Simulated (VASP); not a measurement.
# In (I4/mmm) in VASP: relaxation of cell and atoms with LDA

Aim: the relaxation of cell and atoms of In with LDA.

All numbers are computed with VASP 6.6.1; they aren't measurements. Logs are shortened: lines on timing, memory, paths and dates and some standing lists are left out, and cuts for length are marked.

### 1 The cell of the first run

It takes space group I4/mmm (No. 139, tetragonal). Conventional cell: a = 3.252 Å, b = 3.252 Å, c = 4.948 Å, α = 90.00°, β = 90.00°, γ = 90.00°. Within 4.3 Å of In (site symmetry 4/mmm) lie 12 In at 3.25 to 3.38 Å.

### 2 Relaxation of cell and atoms, LDA

INCAR

```
PREC = Accurate ; ENCUT = 600
EDIFF = 1E-6 ; ISMEAR = 0
SIGMA = 0.1 ; LREAL = F
LASPH = T ; NELM = 60
ALGO = Fast ; ISIF = 3
LWAVE = F ; LCHARG = F
GGA = CA ; IBRION = 2
NSW = 100 ; EDIFFG = -0.005
```

KPOINTS

```
regular mesh
0
Gamma
  18 18 18
```

POSCAR

```
In
1.0
   -1.6261500000      1.6261500000      2.4739500000
    1.6261500000     -1.6261500000      2.4739500000
    1.6261500000      1.6261500000     -2.4739500000
In
1
Direct
    0.0000000000      0.0000000000      0.0000000000
```

Potentials or basis: VASP PAW LDA potentials, release 64 (In_d).

Command:

```bash
cat potpaw_LDA.64/In_d/POTCAR > POTCAR
mpirun -np 1 vasp_std > vasp.out
```

OUTCAR:

```text
PREC = Accurate
   ENCUT = 600
   EDIFF = 1E-6
   ISMEAR = 0
   LREAL = F
   LASPH = T
   NELM = 60
   ISIF = 3
   GGA = CA
   IBRION = 2
   NSW = 100
   EDIFFG = -0.005

 ion  position               nearest neighbor table
   1  0.000  0.000  0.000-

  LATTYP: Found a body centered tetragonal cell.
 ALAT       =     3.2523000000
 C/A-ratio  =     1.5213541186

  Lattice vectors:

 A1 = (  -1.6261500000,   1.6261500000,   2.4739500000)
 A2 = (   1.6261500000,  -1.6261500000,   2.4739500000)
 A3 = (   1.6261500000,   1.6261500000,  -2.4739500000)

Analysis of symmetry for initial positions (statically):
=====================================================================
 Subroutine PRICEL returns:
 Original cell was already a primitive cell.

 Routine SETGRP: Setting up the symmetry group for a
 body centered tetragonal supercell.

 Subroutine GETGRP returns: Found 16 space group operations
 (whereof 16 operations were pure point group operations)
 out of a pool of 16 trial point group operations.

The static configuration has the point symmetry D_4h.

Analysis of symmetry for dynamics (positions and initial velocities):
=====================================================================
 Subroutine PRICEL returns:
 Original cell was already a primitive cell.

 Routine SETGRP: Setting up the symmetry group for a
 body centered tetragonal supercell.

 Subroutine GETGRP returns: Found 16 space group operations
 (whereof 16 operations were pure point group operations)
 out of a pool of 16 trial point group operations.

The dynamic configuration has the point symmetry D_4h.

 Subroutine INISYM returns: Found 16 space group operations
 (whereof 16 operations are pure point group operations),
 and found     1 'primitive' translations

----------------------------------------------------------------------------------------

                                     Primitive cell

  volume of cell :      26.1681

  direct lattice vectors                    reciprocal lattice vectors
    -1.626150000  1.626150000  2.473950000     0.000000000  0.307474710  0.202105944
     1.626150000 -1.626150000  2.473950000     0.307474710  0.000000000  0.202105944
     1.626150000  1.626150000 -2.473950000     0.307474710  0.307474710  0.000000000

  length of vectors
     3.377744254  3.377744254  3.377744254     0.367950418  0.367950418  0.434834905

  position of ions in fractional coordinates (direct lattice)
     0.000000000  0.000000000  0.000000000

  ion indices of the primitive-cell ions
   primitive index   ion index
                 1           1

----------------------------------------------------------------------------------------

 KPOINTS: regular mesh

Automatic generation of k-mesh.
 Grid dimensions read from file:
 generate k-points for:   18   18   18

 Generating k-lattice:

  Cartesian coordinates                     Fractional coordinates (reciprocal lattice)
     0.000000000  0.017081928  0.011228108     0.055555556  0.000000000  0.000000000
     0.017081928  0.000000000  0.011228108     0.000000000  0.055555556  0.000000000
     0.017081928  0.017081928  0.000000000     0.000000000  0.000000000  0.055555556

  Length of vectors
     0.020441690  0.020441690  0.024157495

  Shift w.r.t. Gamma in fractional coordinates (k-lattice)
     0.000000000  0.000000000  0.000000000

 Subroutine IBZKPT returns following result:
 ===========================================

 Found    480 irreducible k-points:

 Following reciprocal coordinates:
            Coordinates               Weight
  0.000000  0.000000  0.000000      1.000000
  0.055556  0.000000 -0.000000      8.000000
  0.111111  0.000000 -0.000000      8.000000
  0.166667 -0.000000  0.000000      8.000000
  0.222222 -0.000000  0.000000      8.000000
  0.277778 -0.000000  0.000000      8.000000
[... 16 lines left out ...]
 -0.277778  0.055556  0.000000     16.000000
 -0.222222  0.055556 -0.000000     16.000000
 [... further k-points ...]
   k-points           NKPTS =    480   k-points in BZ     NKDIM =    480   number of bands    NBANDS=     10
   number of dos      NEDOS =    301   number of ions     NIONS =      1
   total plane-waves  NPLWV =  21952
   dimension x,y,z NGX =    28 NGY =   28 NGZ =   28
   dimension x,y,z NGXF=    56 NGYF=   56 NGZF=   56
   ions per type =               1
   NGX,Y,Z   is equivalent  to a cutoff of  13.78, 13.78, 13.78 a.u.
   NGXF,Y,Z  is equivalent  to a cutoff of  27.56, 27.56, 27.56 a.u.
 SYSTEM =  unknown system
   PREC   = accura    normal or accurate (medium, high low for compatibility)
   ISTART =      0    job   : 0-new  1-cont  2-samecut
   ICHARG =      2    charge: 1-file 2-atom 10-const
   ISPIN  =      1    spin polarized calculation?
   LNONCOLLINEAR =      F non collinear calculations
   LSORBIT =      F    spin-orbit coupling
   LASPH  =      T    aspherical Exc in radial PAW
   ENCUT  =  600.0 eV  44.10 Ry    6.64 a.u.   6.75  6.75  6.75*2*pi/ulx,y,z
   NELM   =     60;   NELMIN=  2; NELMDL= -5     # of ELM steps
   EDIFF  = 0.1E-05   stopping-criterion for ELM
   LREAL  =      F    real-space projection
   EDIFFG = -.5E-02   stopping-criterion for IOM
   NSW    =    100    number of steps for IOM
   IBRION =      2    ionic relax: 0-MD 1-quasi-New 2-CG
   NFREE  =      1    steps in history (QN), initial steepest desc. (CG)
   ISIF   =      3    stress and relaxation
   ISYM   =      2    0-nonsym 1-usesym 2-fastsym
   POTIM  = 0.5000    time-step for ionic-motion
   TEBEG  =    0.0;   TEEND  =   0.0 temperature during run
   PSTRESS=    0.0 pullay stress
   NELECT =      13.0000    total number of electrons
   NUPDOWN=      -1.0000    fix difference up-down
   EMIN   =  10.00;   EMAX   =-10.00  energy-range for DOS
   EFERMI =   0.00;   METHOD = LEGACY
   ISMEAR =     0;   SIGMA  =   0.10  broadening in eV -4-tet -1-fermi 0-gaus
   EFERMI_NEDOS =   21; number of points for ismear=-14 and -15
   IALGO  =     68    algorithm
   IMIX   =      4    mixing-type and parameters
     AMIX     =   0.40;   BMIX     =  1.00
     AMIX_MAG =   1.60;   BMIX_MAG =  1.00
  volume/ion in A,a.u.               =      26.17       176.59
  Fermi-wavevector in a.u.,A,eV,Ry     =   1.296578  2.450177 22.872944  1.681114
  Thomas-Fermi vector in A             =   2.428025
   LORBIT       =      0    0 simple, 1 ext, 2 COOP (PROOUT), +10 PAW based schemes
   GGA     = CA    functional components
   LHFCALC =     F    Hartree Fock is set to
   AEXX    =    0.0000 exact exchange contribution
   IVDW    =     0    specifies the selected vdW correction
   LEPSILON=     F    determine dielectric tensor
   LRPA    =     F    only Hartree local field effects (RPA)
 conjugate gradient relaxation of ions
 non-spin polarized calculation
 RMM-DIIS sequential band-by-band and
 Gauss-broadening in eV      SIGMA  =   0.10
  energy-cutoff  :      600.00
  volume of cell :       26.17
 maximum number of plane-waves:       902
   NGX = 13   NGY = 13   NGZ = 13

--------------------------------------- Ionic step        1  -------------------------------------------

 number of electron      13.0000006 magnetization

 Free energy of the ion-electron system (eV)
  ---------------------------------------------------
  ext. energy  EPLUGINS =         0.00000000
  ---------------------------------------------------
  free energy    TOTEN  =        -3.20475601 eV

  energy without entropy =       -3.20217057  energy(sigma->0) =       -3.20346329

------------------------ aborting loop because EDIFF is reached ----------------------------------------

  FORCE on cell =-STRESS in cart. coord.  units (eV):
  Direction    XX          YY          ZZ          XY          YZ          ZX
  --------------------------------------------------------------------------------------
  -------------------------------------------------------------------------------------
  Total       -0.4268358     -0.4268358     -0.4079627      0.0000000     -0.0000000      0.0000000
  in kB      -26.1336047    -26.1336047    -24.9780715      0.0000000     -0.0000000      0.0000000
  external PRESSURE =     -25.7484269 kB  Pullay stress =       0.0000000 kB
[... 86 lines left out ...]
  FREE ENERGIE OF THE ION-ELECTRON SYSTEM (eV)
  ---------------------------------------------------
  free  energy   TOTEN  =        -3.2177566672 eV

  energy  without entropy=       -3.2153842049  energy(sigma->0) =       -3.21657044

[... ionic steps 4 to 8 ...]

--------------------------------------- Ionic step        9  -------------------------------------------

 number of electron      12.9999998 magnetization

------------------------ aborting loop because EDIFF is reached ----------------------------------------

  FORCE on cell =-STRESS in cart. coord.  units (eV):
  Direction    XX          YY          ZZ          XY          YZ          ZX
  --------------------------------------------------------------------------------------
  -------------------------------------------------------------------------------------
  Total       -0.0044735     -0.0044735     -0.0124227      0.0000000      0.0000000      0.0000000
  in kB       -0.2912217     -0.2912217     -0.8087121      0.0000000      0.0000000      0.0000000
  external PRESSURE =      -0.4637185 kB  Pullay stress =       0.0000000 kB
[... 55 lines left out ...]
  energy  without entropy=       -3.2174481305  energy(sigma->0) =       -3.21834326

--------------------------------------- Ionic step       11  -------------------------------------------

 number of electron      12.9999998 magnetization

 Free energy of the ion-electron system (eV)
  ---------------------------------------------------
  ext. energy  EPLUGINS =         0.00000000
  ---------------------------------------------------
  free energy    TOTEN  =        -3.21924012 eV

  energy without entropy =       -3.21744318  energy(sigma->0) =       -3.21834165

 E-fermi :   7.9437     XC(G=0): -10.8234

 val. band max:        7.9160116039   @ k =   0.3333   0.3333   0.0000
 cond. band min:       7.9550016444   @ k =   0.2778   0.2778   0.1111
 fundamental gap:      0.0389900406
 Fermi energy:         7.9436658078

 k-point     1 :       0.0000    0.0000    0.0000
  band No.  band energies     occupation
      1      -6.8123      2.00000
      2      -6.6276      2.00000
      3      -6.6276      2.00000
      4      -6.5782      2.00000
      5      -6.4017      2.00000
      6      -2.0633      2.00000
      7      18.9279      0.00000
      8      18.9279      0.00000
      9      19.1677      0.00000
     10      19.8104      0.00000
[... 287 lines left out ...]
 k-point    24 :      -0.2222    0.0556   -0.0000
  band No.  band energies     occupation
      1      -6.7361      2.00000
      2      -6.6751      2.00000
      3      -6.5764      2.00000
      4      -6.5048      2.00000
      5      -6.4339      2.00000
      6      -1.0026      2.00000
      7      12.8274      0.00000
      8      16.5687      0.00000
      9      18.0210      0.00000
     10      20.2656      0.00000

 [... further k-points ...]

------------------------ aborting loop because EDIFF is reached ----------------------------------------

  FORCE on cell =-STRESS in cart. coord.  units (eV):
  Direction    XX          YY          ZZ          XY          YZ          ZX
  --------------------------------------------------------------------------------------
  -------------------------------------------------------------------------------------
  Total        0.0045604      0.0045604      0.0016166      0.0000000     -0.0000000     -0.0000000
  in kB        0.2970307      0.2970307      0.1052942      0.0000000     -0.0000000     -0.0000000
  external PRESSURE =       0.2331185 kB  Pullay stress =       0.0000000 kB
[... 16 lines left out ...]
  FREE ENERGIE OF THE ION-ELECTRON SYSTEM (eV)
  ---------------------------------------------------
  free  energy   TOTEN  =        -3.2192401204 eV

  energy  without entropy=       -3.2174431751  energy(sigma->0) =       -3.21834165

 reached required accuracy - stopping structural energy minimisation
```

It took 8.2 min on 1 thread of Intel Xeon Platinum 8559C (Emerald Rapids), shared host; peak memory 0.29 GiB.

Results:

* Free energy: -3.2192 eV
* Relaxed volume: 24.60 Å³/atom
* Relaxed cell: a = 3.331 Å, b = 3.331 Å, c = 3.331 Å, α = 123.51°, β = 123.51°, γ = 84.03°
* Space group after relaxing (to 0.1 Å): I4/mmm (No. 139)
* Energy gained by relaxing: 14.5 meV/atom
* Ionic steps: 11
* Pressure after relaxing: 0.0 GPa
* Band gap on the k mesh: zero (an odd number of electrons rules out a gap without spin polarisation)

The path:
```tsv
step	energy change (eV)	largest force (eV/Å)	pressure (GPa)	volume (Å³)
1	0.0000	0.0000	-2.57	26.17
2	-0.0130	0.0000	0.05	24.61
3	-0.0130	0.0000	-0.05	24.63
4	-0.0133	0.0000	0.01	24.61
5	-0.0141	0.0000	0.09	24.57
6	-0.0141	0.0000	0.36	24.49
7	-0.0145	0.0000	0.12	24.53
8	-0.0145	0.0000	-0.20	24.67
9	-0.0145	0.0000	-0.05	24.61
10	-0.0145	0.0000	0.07	24.59
11	-0.0145	0.0000	0.02	24.60
```

Final structure:
```
In
1.0
    -1.57638    1.57638    2.47477
     1.57638   -1.57638    2.47477
     1.57638    1.57638   -2.47477
In
1
Direct
  0.00000 0.00000 0.00000
```

Levels at points of the mesh, in eV from the Fermi level:
| k point | band 4 | band 5 | band 6 | band 7 | band 8 | band 9 |
| --- | --- | --- | --- | --- | --- | --- |
| (0.00, 0.00, 0.00) | -14.52 | -14.35 | -10.01 | 10.98 | 10.98 | 11.22 |
| (0.50, 0.00, 0.00) | -14.27 | -14.21 | -4.38 | -3.62 | 7.36 | 9.87 |
| (0.50, 0.50, 0.00) | -14.26 | -14.11 | -2.02 | -1.37 | 3.39 | 4.01 |
| (0.50, 0.50, 0.50) | -14.21 | -14.21 | -3.30 | -3.07 | 5.16 | 5.16 |

Caveat: spin-orbit coupling is left out, which moves the levels of the heavy elements. LDA usually gives volumes a few per cent too small.
